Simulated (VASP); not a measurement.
# LiTi8O16 (a cell with a defect) in VASP: relaxation of the atoms with PBE

Aim: the relaxation of the atoms of LiTi8O16 (a cell with a defect) with PBE.

All numbers are computed with VASP 6.6.1; they aren't measurements. Logs are shortened: lines on timing, memory, paths and dates and some standing lists are left out, and cuts for length are marked.

## Step 1: The cell of the first run

The cell holds a defect, 25 atoms: a = 7.597 Å, b = 7.597 Å, c = 5.545 Å, α = 110.03°, β = 110.03°, γ = 90.00°.

## Step 2: Relaxation of the atoms, PBE

Input file INCAR:

```
  ALGO = Normal
  EDIFF = 1E-6
  EDIFFG = -0.02
  ENCUT = 520
  GGA = PE
  IBRION = 2
  ISIF = 2
  ISMEAR = -1
  LASPH = True
  LCHARG = False
  LREAL = Auto
  LWAVE = False
  NELECT = 194.0
  NELM = 60
  NSW = 90
  PREC = Accurate
  SIGMA = 0.01
```

Input file KPOINTS:

```
Automatic mesh
0
Gamma
  1 1 1
  0.25 0.25 0.25
```

Input file POSCAR:

```
LiTi8O16
1.0
    0.0000000000     -7.5970067500      0.0000000000
    7.5970067500      0.0000000000      0.0000000000
   -1.8992516900      1.8992516900      4.8515712600
Ti O Li
8 16 1
Direct
   -0.0067928700     -0.0020845000      0.0022652000
    0.3750000000      0.1250000000      0.5000000000
    0.0000000000      0.5000000000      0.0000000000
    0.3767148000      0.6242774200      0.4977050100
    0.5032416800     -0.0026979300     -0.0004017900
    0.8750000000      0.1250000000      0.5000000000
    0.5000000000      0.5000000000      0.0000000000
    0.8772513200      0.6238791900      0.5002081400
    0.4782044900      0.2282044900      0.9128179700
    0.1032044900      0.1032044900      0.4128179700
    0.2717602600      0.0336062200      0.0870832900
    0.3967955100      0.3967955100      0.5871820300
    0.4716212400      0.7298162400      0.9136990800
    0.1026044100      0.6016285500      0.4103740800
    0.2717955100      0.5217955100      0.0871820300
    0.4034461300      0.8969138000      0.5875173800
    0.9782044900      0.2282044900      0.9128179700
    0.6036276400      0.0973878900      0.4121537900
    0.7709050900      0.0285893500      0.0864549500
    0.8967955100      0.3967955100      0.5871820300
    0.9770357000      0.7302792200      0.9159656500
    0.6031425400      0.6013043300      0.4086104700
    0.7705759600      0.5245951500      0.0842221800
    0.8992307800      0.8977398400      0.5915999400
    0.1702340000      0.3701400000      0.6809330000
```

Potentials or basis: VASP PAW PBE potentials, release 64 (Ti_sv, O, Li_sv).

Run with:

```console
cat potpaw_PBE.64/Ti_sv/POTCAR potpaw_PBE.64/O/POTCAR potpaw_PBE.64/Li_sv/POTCAR > POTCAR
mpirun -np 1 vasp_std > vasp.out
```

OUTCAR:

```text
EDIFF = 1E-6
   EDIFFG = -0.02
   ENCUT = 520
   GGA = PE
   IBRION = 2
   ISIF = 2
   ISMEAR = -1
   LASPH = True
   LREAL = Auto
   NELECT = 194.0
   NELM = 60
   NSW = 90
   PREC = Accurate

 ion  position               nearest neighbor table
   1  0.993  0.998  0.002-  19 1.89  21 1.92  17 1.97  10 1.99  24 1.99  11 2.00
   2  0.375  0.125  0.500-  10 1.95  12 1.95  16 1.95  18 1.95   9 2.00  11 2.01  25 2.59
   3  0.000  0.500  0.000-  15 1.95  17 1.95  23 1.95  21 1.95  14 1.99  20 2.00  25 2.48
   4  0.377  0.624  0.498-  22 1.94  12 1.95  16 1.95  14 1.96  15 1.99  13 2.02
   5  0.503  0.997  1.000-  13 1.92  19 1.92   9 1.96  11 1.97  16 2.00  18 2.00
   6  0.875  0.125  0.500-  18 1.94  10 1.95  20 1.95  24 1.95  17 2.00  19 2.01  25 2.59
   7  0.500  0.500  0.000-  23 1.94  15 1.95   9 1.95  13 1.96  22 1.98  12 2.00  25 2.48
   8  0.877  0.624  0.500-  14 1.93  20 1.94  24 1.96  22 1.96  21 2.02  23 2.02
   9  0.478  0.228  0.913-   7 1.95   5 1.96   2 2.00
  10  0.103  0.103  0.413-   6 1.95   2 1.95   1 1.99  25 2.00
  11  0.272  0.034  0.087-   5 1.97   1 2.00   2 2.01
  12  0.397  0.397  0.587-   2 1.95   4 1.95  25 1.99   7 2.00
  13  0.472  0.730  0.914-   5 1.92   7 1.96   4 2.02
  14  0.103  0.602  0.410-   8 1.93   4 1.96   3 1.99
  15  0.272  0.522  0.087-   7 1.95   3 1.95   4 1.99  25 2.01
  16  0.403  0.897  0.588-   2 1.95   4 1.95   5 2.00
  17  0.978  0.228  0.913-   3 1.95   1 1.97   6 2.00
  18  0.604  0.097  0.412-   6 1.94   2 1.95   5 2.00
  19  0.771  0.029  0.086-   1 1.89   5 1.92   6 2.01
  20  0.897  0.397  0.587-   8 1.94   6 1.95  25 1.99   3 2.00
  21  0.977  0.730  0.916-   1 1.92   3 1.95   8 2.02
  22  0.603  0.601  0.409-   4 1.94   8 1.96   7 1.98
  23  0.771  0.525  0.084-   7 1.94   3 1.95   8 2.02
  24  0.899  0.898  0.592-   6 1.95   8 1.96   1 1.99
  25  0.170  0.370  0.681-  12 1.99  20 1.99  10 2.00  15 2.01   7 2.48   3 2.48   2 2.59   6 2.59

  LATTYP: Found a base centered monoclinic cell.
 ALAT       =    10.7437899793
 B/A-ratio  =     1.0000000000
 C/A-ratio  =     0.5161543360
 COS(beta)  =    -0.4843512549

  Lattice vectors:

 A1 = (   0.0000000000,  -7.5970067500,   0.0000000000)
 A2 = (   7.5970067500,   0.0000000000,   0.0000000000)
 A3 = (  -1.8992516900,   1.8992516900,   4.8515712600)

Analysis of symmetry for initial positions (statically):
=====================================================================
 Subroutine PRICEL returns:
 Original cell was already a primitive cell.

 Routine SETGRP: Setting up the symmetry group for a
 base centered monoclinic supercell.

 Subroutine GETGRP returns: Found  1 space group operations
 (whereof  1 operations were pure point group operations)
 out of a pool of  4 trial point group operations.

The static configuration has the point symmetry C_1 .

Analysis of symmetry for dynamics (positions and initial velocities):
=====================================================================
 Subroutine PRICEL returns:
 Original cell was already a primitive cell.

 Routine SETGRP: Setting up the symmetry group for a
 base centered monoclinic supercell.

 Subroutine GETGRP returns: Found  1 space group operations
 (whereof  1 operations were pure point group operations)
 out of a pool of  4 trial point group operations.

The dynamic configuration has the point symmetry C_1 .

 Subroutine INISYM returns: Found  1 space group operations
 (whereof  1 operations are pure point group operations),
 and found     1 'primitive' translations

----------------------------------------------------------------------------------------

                                     Primitive cell

  volume of cell :     280.0061

  direct lattice vectors                    reciprocal lattice vectors
     0.000000000 -7.597006750  0.000000000     0.000000000 -0.131630790  0.051529698
     7.597006750  0.000000000  0.000000000     0.131630790  0.000000000  0.051529698
    -1.899251690  1.899251690  4.851571260     0.000000000  0.000000000  0.206118790

  length of vectors
     7.597006750  7.597006750  5.545453783     0.141357613  0.141357613  0.206118790

  position of ions in fractional coordinates (direct lattice)
     0.993207130  0.997915500  0.002265200
     0.375000000  0.125000000  0.500000000
     0.000000000  0.500000000  0.000000000
     0.376714800  0.624277420  0.497705010
     0.503241680  0.997302070  0.999598210
     0.875000000  0.125000000  0.500000000
[... 17 lines left out ...]
     0.899230780  0.897739840  0.591599940
     0.170234000  0.370140000  0.680933000

  ion indices of the primitive-cell ions
   primitive index   ion index
                 1           1
                 2           2
                 3           3
                 4           4
                 5           5
                 6           6
[... 17 lines left out ...]
                24          24
                25          25

----------------------------------------------------------------------------------------

 KPOINTS: Automatic mesh

Automatic generation of k-mesh.
 Grid dimensions read from file:
 generate k-points for:    1    1    1

 Generating k-lattice:

  Cartesian coordinates                     Fractional coordinates (reciprocal lattice)
     0.000000000 -0.131630790  0.051529698     1.000000000  0.000000000  0.000000000
     0.131630790  0.000000000  0.051529698     0.000000000  1.000000000  0.000000000
     0.000000000  0.000000000  0.206118790     0.000000000  0.000000000  1.000000000

  Length of vectors
     0.141357613  0.141357613  0.206118790

  Shift w.r.t. Gamma in fractional coordinates (k-lattice)
     0.250000000  0.250000000  0.250000000

 Subroutine IBZKPT returns following result:
 ===========================================

 Found      1 irreducible k-points:

 Following reciprocal coordinates:
            Coordinates               Weight
  0.250000  0.250000  0.250000      2.000000
   k-points           NKPTS =      1   k-points in BZ     NKDIM =      1   number of bands    NBANDS=    116
   number of dos      NEDOS =    301   number of ions     NIONS =     25
   total plane-waves  NPLWV = 151200
   dimension x,y,z NGX =    60 NGY =   60 NGZ =   42
   dimension x,y,z NGXF=   120 NGYF=  120 NGZF=   84
   ions per type =               8  16   1
   NGX,Y,Z   is equivalent  to a cutoff of  13.13, 13.13, 12.59 a.u.
   NGXF,Y,Z  is equivalent  to a cutoff of  26.26, 26.26, 25.18 a.u.
 SYSTEM =  unknown system
   PREC   = accura    normal or accurate (medium, high low for compatibility)
   ISTART =      0    job   : 0-new  1-cont  2-samecut
   ICHARG =      2    charge: 1-file 2-atom 10-const
   ISPIN  =      1    spin polarized calculation?
   LNONCOLLINEAR =      F non collinear calculations
   LSORBIT =      F    spin-orbit coupling
   LASPH  =      T    aspherical Exc in radial PAW
   ENCUT  =  520.0 eV  38.22 Ry    6.18 a.u.  14.13 14.13 10.31*2*pi/ulx,y,z
   NELM   =     60;   NELMIN=  2; NELMDL= -5     # of ELM steps
   EDIFF  = 0.1E-05   stopping-criterion for ELM
   LREAL  =      T    real-space projection
   EDIFFG = -.2E-01   stopping-criterion for IOM
   NSW    =     90    number of steps for IOM
   IBRION =      2    ionic relax: 0-MD 1-quasi-New 2-CG
   NFREE  =      1    steps in history (QN), initial steepest desc. (CG)
   ISIF   =      2    stress and relaxation
   ISYM   =      2    0-nonsym 1-usesym 2-fastsym
   POTIM  = 0.5000    time-step for ionic-motion
   TEBEG  =    0.0;   TEEND  =   0.0 temperature during run
   PSTRESS=    0.0 pullay stress
   NELECT =     194.0000    total number of electrons
   NUPDOWN=      -1.0000    fix difference up-down
   EMIN   =  10.00;   EMAX   =-10.00  energy-range for DOS
   EFERMI =   0.00;   METHOD = LEGACY
   ISMEAR =    -1;   SIGMA  =   0.01  broadening in eV -4-tet -1-fermi 0-gaus
   EFERMI_NEDOS =   21; number of points for ismear=-14 and -15
   IALGO  =     38    algorithm
   IMIX   =      4    mixing-type and parameters
     AMIX     =   0.40;   BMIX     =  1.00
     AMIX_MAG =   1.60;   BMIX_MAG =  1.00
  volume/ion in A,a.u.               =      11.20        75.58
  Fermi-wavevector in a.u.,A,eV,Ry     =   1.448615  2.737485 28.551621  2.098485
  Thomas-Fermi vector in A             =   2.566436
   LORBIT       =      0    0 simple, 1 ext, 2 COOP (PROOUT), +10 PAW based schemes
   GGA     = PE    functional components
   LHFCALC =     F    Hartree Fock is set to
   AEXX    =    0.0000 exact exchange contribution
   IVDW    =     0    specifies the selected vdW correction
   LEPSILON=     F    determine dielectric tensor
   LRPA    =     F    only Hartree local field effects (RPA)
 conjugate gradient relaxation of ions
 non-spin polarized calculation
  energy-cutoff  :      520.00
  volume of cell :      280.01
 maximum number of plane-waves:      7534
 NGX is ok and might be reduce to    56
   NGX = 29   NGY = 29   NGZ = 21

--------------------------------------- Ionic step        1  -------------------------------------------

 number of electron     193.9999967 magnetization

 Free energy of the ion-electron system (eV)
  ---------------------------------------------------
  ext. energy  EPLUGINS =         0.00000000
  ---------------------------------------------------
  free energy    TOTEN  =      -223.99153782 eV

  energy without entropy =     -223.99153782  energy(sigma->0) =     -223.99153782

------------------------ aborting loop because EDIFF is reached ----------------------------------------

  FORCE on cell =-STRESS in cart. coord.  units (eV):
  Direction    XX          YY          ZZ          XY          YZ          ZX
  --------------------------------------------------------------------------------------
  -------------------------------------------------------------------------------------
  Total       -6.2779871     -2.0561383     -5.7310605     -0.5636469      0.7885481      0.5571108
  in kB      -35.9222527    -11.7650959    -32.7927725     -3.2251527      4.5120235      3.1877536
  external PRESSURE =     -26.8267070 kB  Pullay stress =       0.0000000 kB
[... 158 lines left out ...]
  FREE ENERGIE OF THE ION-ELECTRON SYSTEM (eV)
  ---------------------------------------------------
  free  energy   TOTEN  =      -224.4828969089 eV

  energy  without entropy=     -224.4828969089  energy(sigma->0) =     -224.48289691

[... ionic steps 4 to 45 ...]

--------------------------------------- Ionic step       46  -------------------------------------------

 number of electron     193.9999996 magnetization

------------------------ aborting loop because EDIFF is reached ----------------------------------------

  FORCE on cell =-STRESS in cart. coord.  units (eV):
  Direction    XX          YY          ZZ          XY          YZ          ZX
  --------------------------------------------------------------------------------------
  -------------------------------------------------------------------------------------
  Total       -4.0741098     -3.8094487     -7.3703609     -0.6406961      1.1082601     -1.1607006
  in kB      -23.3118032    -21.7974293    -42.1727479     -3.6660231      6.3413955     -6.6414566
  external PRESSURE =     -29.0939934 kB  Pullay stress =       0.0000000 kB
[... 103 lines left out ...]
  energy  without entropy=     -224.9466740592  energy(sigma->0) =     -224.94667406

--------------------------------------- Ionic step       48  -------------------------------------------

 number of electron     193.9999996 magnetization

 Free energy of the ion-electron system (eV)
  ---------------------------------------------------
  ext. energy  EPLUGINS =         0.00000000
  ---------------------------------------------------
  free energy    TOTEN  =      -224.94685696 eV

  energy without entropy =     -224.94685696  energy(sigma->0) =     -224.94685696

 E-fermi :   3.4845     XC(G=0): -10.6594

 val. band max:        3.1977232099   @ k =   0.2500   0.2500   0.2500
 cond. band min:       6.0771141000   @ k =   0.2500   0.2500   0.2500
 fundamental gap:      2.8793908900
 Fermi energy:         3.4845127563

 k-point     1 :       0.2500    0.2500    0.2500
  band No.  band energies     occupation
      1     -53.1125      2.00000
      2     -53.0811      2.00000
      3     -53.0751      2.00000
      4     -53.0620      2.00000
      5     -53.0586      2.00000
      6     -53.0550      2.00000
[... 101 lines left out ...]
    108       6.8671      0.00000
    109       6.8700      0.00000
 [bands above 109 left out]

------------------------ aborting loop because EDIFF is reached ----------------------------------------

  FORCE on cell =-STRESS in cart. coord.  units (eV):
  Direction    XX          YY          ZZ          XY          YZ          ZX
  --------------------------------------------------------------------------------------
  -------------------------------------------------------------------------------------
  Total       -3.9492585     -3.8917328     -7.3645362     -0.6434214      1.1338336     -1.1601974
  in kB      -22.5974118    -22.2682533    -42.1394193     -3.6816176      6.4877256     -6.6385772
  external PRESSURE =     -29.0016948 kB  Pullay stress =       0.0000000 kB
[... 40 lines left out ...]
  FREE ENERGIE OF THE ION-ELECTRON SYSTEM (eV)
  ---------------------------------------------------
  free  energy   TOTEN  =      -224.9468569605 eV

  energy  without entropy=     -224.9468569605  energy(sigma->0) =     -224.94685696

 reached required accuracy - stopping structural energy minimisation
```

Wall time 22 min (1 thread of Intel Xeon 6975P-C (Granite Rapids), shared host); peak memory 0.42 GiB.

Results:

| Item | Value |
| --- | --- |
| Free energy | -224.9469 eV |
| Energy gained by relaxing | 38.2 meV/atom |
| Ionic steps | 48 |
| Largest force after relaxing | 0.016 eV/Å |

Forces in eV/Å, atoms in the order of the input:
```
Ti   0.012 -0.001  0.009
Ti  -0.001  0.004 -0.004
Ti   0.000  0.001  0.006
Ti  -0.001  0.006 -0.014
Ti   0.005 -0.007  0.007
Ti   0.000 -0.001 -0.013
Ti   0.002 -0.005  0.009
Ti   0.004  0.006 -0.011
O    0.000  0.003  0.001
O    0.002 -0.002 -0.001
O   -0.004  0.001  0.010
O   -0.002  0.004 -0.003
O   -0.015  0.004  0.003
O    0.002 -0.003  0.002
O    0.003 -0.010 -0.004
O   -0.001  0.004 -0.004
O    0.002 -0.010 -0.002
O    0.005  0.000 -0.005
O   -0.003  0.004  0.004
O   -0.008 -0.002  0.000
O   -0.004  0.001  0.011
O   -0.001 -0.006  0.006
O    0.001  0.008  0.008
O   -0.004  0.000 -0.005
Li   0.005  0.000 -0.011
```

Step by step:
```csv
step,energy change (eV),largest force (eV/Å),pressure (GPa)
1,0.0000,2.4376,-2.68
3,-0.4914,0.7029,-2.81
5,-0.6015,0.6199,-2.94
7,-0.6744,0.4865,-2.91
9,-0.7298,0.4675,-2.86
11,-0.8114,0.4202,-2.86
13,-0.8572,0.4122,-2.96
15,-0.8875,0.2702,-2.99
17,-0.9085,0.1993,-3.00
19,-0.9225,0.1709,-3.02
21,-0.9323,0.1616,-3.03
23,-0.9384,0.1184,-3.06
25,-0.9420,0.0986,-3.03
27,-0.9451,0.0923,-3.00
29,-0.9470,0.0775,-2.97
31,-0.9493,0.0611,-2.94
33,-0.9507,0.0501,-2.92
35,-0.9517,0.0439,-2.90
37,-0.9527,0.0338,-2.89
39,-0.9535,0.0387,-2.90
41,-0.9541,0.0276,-2.92
43,-0.9545,0.0344,-2.92
45,-0.9549,0.0340,-2.92
47,-0.9551,0.0243,-2.91
48,-0.9553,0.0164,-2.90
```

Final structure:
```
Ti O Li
1.0
     0.00000   -7.59701    0.00000
     7.59701    0.00000    0.00000
    -1.89925    1.89925    4.85157
Ti O Li
8 16 1
Direct
  0.00010 0.00107 0.00934
  0.38404 0.11772 0.50715
  0.99739 0.50450 0.00713
  0.38341 0.62796 0.50456
  0.49968 0.00165 0.00701
  0.87379 0.11862 0.50933
  0.50118 0.50147 0.00455
  0.87348 0.62871 0.50716
  0.47795 0.22790 0.91762
  0.10563 0.10951 0.42384
  0.27387 0.02463 0.09611
  0.39360 0.39641 0.59065
  0.47730 0.72835 0.91541
  0.10514 0.59215 0.41993
  0.27286 0.52713 0.08896
  0.39988 0.89551 0.59078
  0.97394 0.22896 0.92414
  0.60620 0.10104 0.42303
  0.77358 0.02453 0.09825
  0.90879 0.39707 0.59427
  0.97361 0.72902 0.91953
  0.60593 0.59734 0.42044
  0.77311 0.52891 0.09432
  0.90517 0.89607 0.59336
  0.12998 0.37417 0.51150
```

Caveat: the k points lie up to 1.28 Å⁻¹ apart, too coarse for converged energies, forces and pressures; the cell carries a net charge on a neutralising background, which shifts energy and pressure; the cell is charged against a uniform background, so pressure and absolute levels hang on convention; the cutoff is under 1.25 times the usual one of these potentials, so pressure, stress and relaxed cells hold a basis-set (Pulay) error.
